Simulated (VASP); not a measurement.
# Na (Im-3m) in VASP: further runs

The runs below take Na through single point, with HSE06.

All numbers are computed with VASP 6.6.1; they aren't measurements. Logs are shortened: lines on timing, memory, paths and dates and some standing lists are left out, and cuts for length are marked.

**1. The cell of the first run**

It takes space group Im-3m (No. 229, cubic). The conventional cell has a = 4.172 Å, b = 4.172 Å, c = 4.172 Å, α = 90.00°, β = 90.00°, γ = 90.00°. Within 4.7 Å of Na (site symmetry m-3m) lie 14 Na at 3.61 to 4.17 Å.

**2. Single point, HSE06**

Contents of POSCAR:

```
Na
1.0
   -2.0859056156      2.0859056156      2.0859056156
    2.0859056156     -2.0859056156      2.0859056156
    2.0859056156      2.0859056156     -2.0859056156
Na
1
Direct
    0.0000000000      0.0000000000      0.0000000000
```

Contents of INCAR.step1:

```
PREC = Accurate ; ENCUT = 400
EDIFF = 1E-5 ; ISMEAR = -1
SIGMA = 0.1 ; LREAL = False
LASPH = True ; NELM = 120
ALGO = Normal ; ISIF = 2
LWAVE = True ; GGA = PE
NBANDS = 10 ; GGA_COMPAT = False
```

Contents of INCAR.step2:

```
PREC = Accurate ; ENCUT = 400
EDIFF = 1E-6 ; ISMEAR = -1
SIGMA = 0.1 ; LREAL = False
LASPH = True ; NELM = 120
ALGO = Normal ; ISIF = 2
LWAVE = False ; LCHARG = True
GGA = PE ; LHFCALC = True
HFSCREEN = 0.2079 ; PRECFOCK = Normal
LELF = True ; LVHAR = True
ISTART = 1 ; NBANDS = 10
GGA_COMPAT = False
```

Contents of KPOINTS:

```
regular mesh
0
Gamma
  6 6 6
```

Potentials or basis: VASP PAW PBE potentials, release 64 (Na_pv).

Command:

```console
$ cat potpaw_PBE.64/Na_pv/POTCAR > POTCAR
$ cp INCAR.step1 INCAR
$ mpirun -np 1 vasp_std > vasp.out
$ cp INCAR.step2 INCAR
$ mpirun -np 1 vasp_std > vasp.out
```

OUTCAR:

```text
PREC = Accurate
   ENCUT = 400
   EDIFF = 1E-6
   ISMEAR = -1
   LREAL = False
   LASPH = True
   NELM = 120
   ISIF = 2
   GGA = PE
   LHFCALC = True
   HFSCREEN = 0.2079
   PRECFOCK = Normal
   ISTART = 1

 ion  position               nearest neighbor table
   1  0.000  0.000  0.000-

  LATTYP: Found a body centered cubic cell.
 ALAT       =     4.1718112312

  Lattice vectors:

 A1 = (  -2.0859056156,   2.0859056156,   2.0859056156)
 A2 = (   2.0859056156,  -2.0859056156,   2.0859056156)
 A3 = (   2.0859056156,   2.0859056156,  -2.0859056156)

Analysis of symmetry for initial positions (statically):
=====================================================================
 Subroutine PRICEL returns:
 Original cell was already a primitive cell.

 Routine SETGRP: Setting up the symmetry group for a
 body centered cubic supercell.

 Subroutine GETGRP returns: Found 48 space group operations
 (whereof 48 operations were pure point group operations)
 out of a pool of 48 trial point group operations.

The static configuration has the point symmetry O_h .

Analysis of symmetry for dynamics (positions and initial velocities):
=====================================================================
 Subroutine PRICEL returns:
 Original cell was already a primitive cell.

 Routine SETGRP: Setting up the symmetry group for a
 body centered cubic supercell.

 Subroutine GETGRP returns: Found 48 space group operations
 (whereof 48 operations were pure point group operations)
 out of a pool of 48 trial point group operations.

The dynamic configuration has the point symmetry O_h .

 Subroutine INISYM returns: Found 48 space group operations
 (whereof 48 operations are pure point group operations),
 and found     1 'primitive' translations

----------------------------------------------------------------------------------------

                                     Primitive cell

  volume of cell :      36.3031

  direct lattice vectors                    reciprocal lattice vectors
    -2.085905616  2.085905616  2.085905616     0.000000000  0.239704039  0.239704039
     2.085905616 -2.085905616  2.085905616     0.239704039  0.000000000  0.239704039
     2.085905616  2.085905616 -2.085905616     0.239704039  0.239704039  0.000000000

  length of vectors
     3.612894506  3.612894506  3.612894506     0.338992702  0.338992702  0.338992702

  position of ions in fractional coordinates (direct lattice)
     0.000000000  0.000000000  0.000000000

  ion indices of the primitive-cell ions
   primitive index   ion index
                 1           1

----------------------------------------------------------------------------------------

 KPOINTS: regular mesh

Automatic generation of k-mesh.
 Grid dimensions read from file:
 generate k-points for:    6    6    6

 Generating k-lattice:

  Cartesian coordinates                     Fractional coordinates (reciprocal lattice)
     0.000000000  0.039950673  0.039950673     0.166666667  0.000000000  0.000000000
     0.039950673  0.000000000  0.039950673     0.000000000  0.166666667  0.000000000
     0.039950673  0.039950673  0.000000000     0.000000000  0.000000000  0.166666667

  Length of vectors
     0.056498784  0.056498784  0.056498784

  Shift w.r.t. Gamma in fractional coordinates (k-lattice)
     0.000000000  0.000000000  0.000000000

 Subroutine IBZKPT returns following result:
 ===========================================

 Found     16 irreducible k-points:

 Following reciprocal coordinates:
            Coordinates               Weight
  0.000000  0.000000  0.000000      1.000000
  0.166667  0.000000  0.000000     12.000000
  0.333333  0.000000  0.000000     12.000000
  0.500000  0.000000  0.000000      6.000000
  0.166667  0.166667  0.000000     24.000000
  0.333333  0.166667  0.000000     48.000000
[... 8 lines left out ...]
  0.500000  0.500000  0.333333     12.000000
  0.500000  0.500000  0.500000      1.000000
   k-points           NKPTS =     16   k-points in BZ     NKDIM =    216   number of bands    NBANDS=     10
   number of dos      NEDOS =    301   number of ions     NIONS =      1
   total plane-waves  NPLWV =  13824
   dimension x,y,z NGX =    24 NGY =   24 NGZ =   24
   dimension x,y,z NGXF=    48 NGYF=   48 NGZF=   48
   ions per type =               1
   NGX,Y,Z   is equivalent  to a cutoff of  11.04, 11.04, 11.04 a.u.
   NGXF,Y,Z  is equivalent  to a cutoff of  22.09, 22.09, 22.09 a.u.
 SYSTEM =  unknown system
   PREC   = accura    normal or accurate (medium, high low for compatibility)
   ISTART =      1    job   : 0-new  1-cont  2-samecut
   ICHARG =      0    charge: 1-file 2-atom 10-const
   ISPIN  =      1    spin polarized calculation?
   LNONCOLLINEAR =      F non collinear calculations
   LSORBIT =      F    spin-orbit coupling
   LASPH  =      T    aspherical Exc in radial PAW
   ENCUT  =  400.0 eV  29.40 Ry    5.42 a.u.   5.89  5.89  5.89*2*pi/ulx,y,z
   NELM   =    120;   NELMIN=  2; NELMDL=  0     # of ELM steps
   EDIFF  = 0.1E-05   stopping-criterion for ELM
   LREAL  =      F    real-space projection
   EDIFFG = 0.1E-04   stopping-criterion for IOM
   NSW    =      0    number of steps for IOM
   IBRION =     -1    ionic relax: 0-MD 1-quasi-New 2-CG
   NFREE  =      0    steps in history (QN), initial steepest desc. (CG)
   ISIF   =      2    stress and relaxation
   ISYM   =      3    0-nonsym 1-usesym 2-fastsym
   POTIM  = 0.5000    time-step for ionic-motion
   TEBEG  =    0.0;   TEEND  =   0.0 temperature during run
   PSTRESS=    0.0 pullay stress
   NELECT =       7.0000    total number of electrons
   NUPDOWN=      -1.0000    fix difference up-down
   EMIN   =  10.00;   EMAX   =-10.00  energy-range for DOS
   EFERMI =   0.00;   METHOD = LEGACY
   ISMEAR =    -1;   SIGMA  =   0.10  broadening in eV -4-tet -1-fermi 0-gaus
   EFERMI_NEDOS =   21; number of points for ismear=-14 and -15
   IALGO  =     38    algorithm
   IMIX   =      1    mixing-type and parameters
     AMIX     =   0.40;   BMIX     =  1.00
     AMIX_MAG =   1.60;   BMIX_MAG =  1.00
  volume/ion in A,a.u.               =      36.30       244.99
  Fermi-wavevector in a.u.,A,eV,Ry     =   0.945786  1.787276 12.170562  0.894511
  Thomas-Fermi vector in A             =   2.073721
   LORBIT       =      0    0 simple, 1 ext, 2 COOP (PROOUT), +10 PAW based schemes
   GGA     = PE    functional components
   LHFCALC =     T    Hartree Fock is set to
   PRECFOCK=normal    Normal, Fast or Accurate (Low or Medium for compatibility)
   ENCUT4O =  -1.0   cutoff for four orbital integrals eV
   NKREDX  =     1    reduce k-point grid by
   NKREDY  =     1    reduce k-point grid by
   NKREDZ  =     1    reduce k-point grid by
   AEXX    =    0.2500 exact exchange contribution
   HFSCREEN=    0.2079 screening length (either q_TF or 0.3 A-1)
   HFSCREENC=   0.2079 screening length for correlation (either q_TF or 0.3 A-1)
   ENCUTFOCK=  -1.0 apply spherical cutoff to Coloumb kernel
   IVDW    =     0    specifies the selected vdW correction
   LEPSILON=     F    determine dielectric tensor
   LRPA    =     F    only Hartree local field effects (RPA)
 non-spin polarized calculation
  energy-cutoff  :      400.00
  volume of cell :       36.30
 maximum number of plane-waves:       682
  NGX = 18; NGY = 18; NGZ = 18

 number of electron       7.0000013 magnetization

 Free energy of the ion-electron system (eV)
  ---------------------------------------------------
  ext. energy  EPLUGINS =         0.00000000
  ---------------------------------------------------
  free energy    TOTEN  =        -1.38548706 eV

  energy without entropy =       -1.35458393  energy(sigma->0) =       -1.37003549

 E-fermi :   0.4343     XC(G=0):  -5.5638

 val. band max:       -0.0740935834   @ k =   0.1667   0.1667   0.1667
 cond. band min:       0.4591899977   @ k =   0.3333   0.1667   0.0000
 fundamental gap:      0.5332835811
 Fermi energy:         0.4342786260

 k-point     1 :       0.0000    0.0000    0.0000
  band No.  band energies     occupation
      1     -27.4933      2.00000
      2     -27.4933      2.00000
      3     -27.4933      2.00000
      4      -3.4964      2.00000
      5      12.8895      0.00000
      6      12.8895      0.00000
      7      12.8895      0.00000
      8      13.8735      0.00000
      9      13.8735      0.00000
     10      14.3850      0.00000

 k-point     2 :       0.1667    0.0000    0.0000
  band No.  band energies     occupation
      1     -27.5020      2.00000
      2     -27.4959      2.00000
      3     -27.4928      2.00000
      4      -2.9028      2.00000
      5       9.0814      0.00000
      6      11.1154      0.00000
      7      11.7439      0.00000
      8      12.0331      0.00000
      9      12.9617      0.00000
     10      15.0712      0.00000

 k-point     3 :       0.3333    0.0000    0.0000
  band No.  band energies     occupation
      1     -27.5200      2.00000
      2     -27.5017      2.00000
      3     -27.4926      2.00000
      4      -1.1712      2.00000
      5       4.9965      0.00000
      6       9.6977      0.00000
      7      10.6698      0.00000
      8      10.7494      0.00000
      9      11.9668      0.00000
     10      16.2599      0.00000

 k-point     4 :       0.5000    0.0000    0.0000
  band No.  band energies     occupation
      1     -27.5286      2.00000
      2     -27.5045      2.00000
      3     -27.4924      2.00000
      4       1.2560      0.00054
      5       1.8303      0.00000
      6       9.2179      0.00000
      7      10.3021      0.00000
      8      10.3212      0.00000
      9      11.5277      0.00000
     10      17.4461      0.00000
[... 118 lines left out ...]
 k-point    14 :      -0.3333    0.3333    0.3333
  band No.  band energies     occupation
      1     -27.5162      2.00000
      2     -27.5115      2.00000
      3     -27.5115      2.00000
      4       0.9961      0.00724
      5       6.3326      0.00000
      6       6.6691      0.00000
      7       6.6691      0.00000
      8       8.4846      0.00000
      9      12.9328      0.00000
     10      16.7132      0.00000

 k-point    15 :       0.5000    0.5000    0.3333
  band No.  band energies     occupation
      1     -27.5210      2.00000
      2     -27.5149      2.00000
      3     -27.5118      2.00000
      4       3.2009      0.00000
      5       3.7877      0.00000
      6       6.2371      0.00000
      7       6.7769      0.00000
      8       8.8392      0.00000
      9      10.7271      0.00000
     10      16.8172      0.00000

 k-point    16 :       0.5000    0.5000    0.5000
  band No.  band energies     occupation
      1     -27.5185      2.00000
      2     -27.5185      2.00000
      3     -27.5185      2.00000
      4       5.3413      0.00000
      5       5.3413      0.00000
      6       5.8066      0.00000
      7       5.8066      0.00000
      8       5.8066      0.00000
      9       8.8869      0.00000
     10      20.8767      0.00000

------------------------ aborting loop because EDIFF is reached ----------------------------------------

  FORCE on cell =-STRESS in cart. coord.  units (eV):
  Direction    XX          YY          ZZ          XY          YZ          ZX
  --------------------------------------------------------------------------------------
  -------------------------------------------------------------------------------------
  Total        0.0419977      0.0419977      0.0419977      0.0000000      0.0000000     -0.0000000
  in kB        1.8534967      1.8534967      1.8534967      0.0000000      0.0000000     -0.0000000
  external PRESSURE =       1.8534967 kB  Pullay stress =       0.0000000 kB

 VOLUME and BASIS-vectors are now :
 -----------------------------------------------------------------------------
  energy-cutoff  :      400.00
  volume of cell :       36.30
      direct lattice vectors                 reciprocal lattice vectors
    -2.085905616  2.085905616  2.085905616     0.000000000  0.239704039  0.239704039
     2.085905616 -2.085905616  2.085905616     0.239704039  0.000000000  0.239704039
     2.085905616  2.085905616 -2.085905616     0.239704039  0.239704039  0.000000000

 POSITION                                       TOTAL-FORCE (eV/Angst)
 -----------------------------------------------------------------------------------
      0.00000      0.00000      0.00000        -0.000000      0.000000      0.000000
 -----------------------------------------------------------------------------------
    total drift:                               -0.000001     -0.000001     -0.000002

  FREE ENERGIE OF THE ION-ELECTRON SYSTEM (eV)
  ---------------------------------------------------
  free  energy   TOTEN  =        -1.3854870584 eV

  energy  without entropy=       -1.3545839279  energy(sigma->0) =       -1.37003549
```

Run time: 81 s. Hardware: 1 thread of Intel Xeon 6975P-C (Granite Rapids), shared host; peak memory 0.23 GiB.

What came out:

| Quantity | Value |
| --- | --- |
| Free energy | -1.3855 eV |
| Pressure | 0.2 GPa |
| Band gap on the k mesh | zero (an odd number of electrons rules out a gap without spin polarisation) |

Levels at points of the mesh, in eV from the Fermi level:
| k point | band 1 | band 2 | band 3 | band 4 | band 5 | band 6 | band 7 | band 8 |
| --- | --- | --- | --- | --- | --- | --- | --- | --- |
| (0.00, 0.00, 0.00) | -27.93 | -27.93 | -27.93 | -3.93 | 12.46 | 12.46 | 12.46 | 13.44 |
| (0.50, 0.00, 0.00) | -27.96 | -27.94 | -27.93 | 0.82 | 1.40 | 8.78 | 9.87 | 9.89 |
| (0.50, 0.50, 0.50) | -27.95 | -27.95 | -27.95 | 4.91 | 4.91 | 5.37 | 5.37 | 5.37 |

Caveat: the PAW data sets were made with another functional, which shifts forces and pressure a little.

**3. Single point, HSE06**

POSCAR is that of step 2.

Contents of INCAR.step1:

```
SYSTEM = Na
  ALGO = Normal
  EDIFF = 1E-5
  ENCUT = 400
  GGA = PE
  GGA_COMPAT = .False.
  ISIF = 2
  ISMEAR = -1
  LASPH = .True.
  LREAL = .False.
  LWAVE = .True.
  NBANDS = 10
  NELM = 120
  PREC = Accurate
  SIGMA = 0.1
```

Contents of INCAR.step2:

```
SYSTEM = Na
  ALGO = Normal
  EDIFF = 1E-6
  ENCUT = 400
  GGA = PE
  GGA_COMPAT = .False.
  HFSCREEN = 0.2079
  ISIF = 2
  ISMEAR = -1
  ISTART = 1
  LASPH = .True.
  LCHARG = .True.
  LELF = .True.
  LHFCALC = .True.
  LREAL = .False.
  LVHAR = .True.
  LWAVE = .False.
  NBANDS = 10
  NELM = 120
  PREC = Accurate
  PRECFOCK = Normal
  SIGMA = 0.1
```

Contents of KPOINTS:

```
k-points
0
Gamma
  6 6 6
  0 0 0
```

Potentials or basis: VASP PAW PBE potentials, release 64 (Na_pv).

Command:

```console
$ cat potpaw_PBE.64/Na_pv/POTCAR > POTCAR
$ cp INCAR.step1 INCAR
$ mpirun -np 1 vasp_std > vasp.out
$ cp INCAR.step2 INCAR
$ mpirun -np 1 vasp_std > vasp.out
```

It took 80 s on 1 thread of Intel Xeon 6975P-C (Granite Rapids), shared host; peak memory 0.23 GiB.

It converged, with:

| Quantity | Value |
| --- | --- |
| Free energy | -1.3855 eV |
| Pressure | 0.2 GPa |
| Band gap on the k mesh | zero (an odd number of electrons rules out a gap without spin polarisation) |

Levels at points of the mesh, in eV from the Fermi level:
```csv
k point,band 1,band 2,band 3,band 4,band 5,band 6,band 7,band 8
"(0.00, 0.00, 0.00)",-27.93,-27.93,-27.93,-3.93,12.46,12.46,12.46,13.44
"(0.50, 0.00, 0.00)",-27.96,-27.94,-27.93,0.82,1.40,8.78,9.87,9.89
"(0.50, 0.50, 0.50)",-27.95,-27.95,-27.95,4.91,4.91,5.37,5.37,5.37
```

Caveat: the PAW data sets were made with another functional, which shifts forces and pressure a little.

**4. Single point, HSE06**

This run uses another cell than the first one, of 37.41 Å³/atom.

Contents of POSCAR:

```
Na
1.0
   -2.1069767954      2.1069767954      2.1069767954
    2.1069767954     -2.1069767954      2.1069767954
    2.1069767954      2.1069767954     -2.1069767954
Na
1
Direct
    0.0000000000      0.0000000000      0.0000000000
```

Contents of INCAR.step1:

```
ALGO = Normal
EDIFF = 1E-5
ENCUT = 400
GGA = PE
GGA_COMPAT = F
ISIF = 2
ISMEAR = -1
LASPH = T
LCHARG = F
LREAL = F
LWAVE = T
NBANDS = 10
NELM = 120
PREC = Accurate
SIGMA = 0.1
```

Contents of INCAR.step2:

```
ALGO = Normal
EDIFF = 1E-6
ENCUT = 400
GGA = PE
GGA_COMPAT = F
HFSCREEN = 0.2079
ISIF = 2
ISMEAR = -1
ISTART = 1
LASPH = T
LCHARG = F
LHFCALC = T
LREAL = F
LWAVE = F
NBANDS = 10
NELM = 120
PREC = Accurate
PRECFOCK = Normal
SIGMA = 0.1
```

Contents of KPOINTS:

```
k-points
0
Gamma
  6 6 6
```

Command:

```console
$ cat potpaw_PBE.64/Na_pv/POTCAR > POTCAR
$ cp INCAR.step1 INCAR
$ mpirun -np 1 vasp_std > vasp.out
$ cp INCAR.step2 INCAR
$ mpirun -np 1 vasp_std > vasp.out
```

Wall time 80 s (1 thread of Intel Xeon 6975P-C (Granite Rapids), shared host); peak memory 0.23 GiB.

The run converged. Its results:

```yaml
Free_energy: -1.3875 eV
Pressure: -0.1 GPa
Band_gap_on_the_k_mesh: zero (an odd number of electrons rules out a gap without spin polarisation)
```

Levels at points of the mesh, in eV from the Fermi level:
```tsv
k point	band 1	band 2	band 3	band 4	band 5	band 6	band 7
(0.00, 0.00, 0.00)	-27.95	-27.95	-27.95	-3.85	12.25	12.25	12.25
(0.50, 0.00, 0.00)	-27.98	-27.96	-27.95	0.81	1.36	8.65	9.65
(0.50, 0.50, 0.50)	-27.97	-27.97	-27.97	4.85	4.85	5.26	5.26
```

Caveat: the PAW data sets were made with another functional, which shifts forces and pressure a little.

The gap in the log of VASP goes by the Fermi energy; the results here count the filled bands.